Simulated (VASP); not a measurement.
Si: relaxation of cell and atoms with PBE

Si:

```
Si
1.0
     0.00000    1.63531    1.63531
     1.63531    0.00000    1.63531
     1.63531    1.63531    0.00000
Si
1
Direct
  0.00000 0.00000 0.00000
```

| Item | Value |
| --- | --- |
| Program | VASP 6.6.1 |
| Task | relaxation of cell and atoms |
| Functional | PBE |
| Potentials or basis | VASP PAW PBE potentials, release 64 (Si) |
| Cutoff | 600 eV |
| k mesh | 19 × 19 × 19 |
| Occupations | fermi-dirac, width 0.05 eV |
| Spin | no spin polarisation |
| Target pressure | 130 GPa |
| Dipole correction | no |
| Further INCAR settings | ALGO = Normal; EDIFF = 1e-06; IBRION = 2; EDIFFG = -0.005; NSW = 60; ISIF = 3 |

| Item | Value |
| --- | --- |
| Relaxed volume | 8.66 Å³/atom |
| Relaxed cell | a = 2.305 Å, b = 2.305 Å, c = 2.305 Å, α = 60.00°, β = 60.00°, γ = 60.00° |
| Space group after relaxing (to 0.05 Å) | Fm-3m (No. 225) |
| Energy change on relaxing (the enthalpy is what falls) | +65.0 meV/atom |
| Ionic steps | 3 |
| Pressure after relaxing | 130.0 GPa |
| Band gap on the k mesh | zero (band 2 reaches 32.61 eV, above the bottom of band 3 at 14.96 eV) |

The path:
```csv
step,energy change (eV),largest force (eV/Å),pressure (GPa),volume (Å³)
1,0.0000,0.0000,124.69,8.75
2,0.3085,0.0000,149.48,8.38
3,0.0650,0.0000,129.96,8.66
```

Final structure:
```
Si
1.0
     0.00000    1.63019    1.63019
     1.63019    0.00000    1.63019
     1.63019    1.63019    0.00000
Si
1
Direct
  0.00000 0.00000 0.00000
```

Levels at points of the mesh, in eV from the Fermi level:
```tsv
k point	band 1	band 2	band 3	band 4	band 5
(0.00, 0.00, 0.00)	-20.09	14.12	14.12	14.12	18.83
```

Wall time 8.6 s on 1 thread of Intel(R) Xeon(R) Platinum 8481C CPU @ 2.70GHz (Sapphire Rapids), with other jobs on the host, peak memory 0.12 GiB.

Caveat: the cell is relaxed towards a set pressure, so the enthalpy falls and the energy may rise.
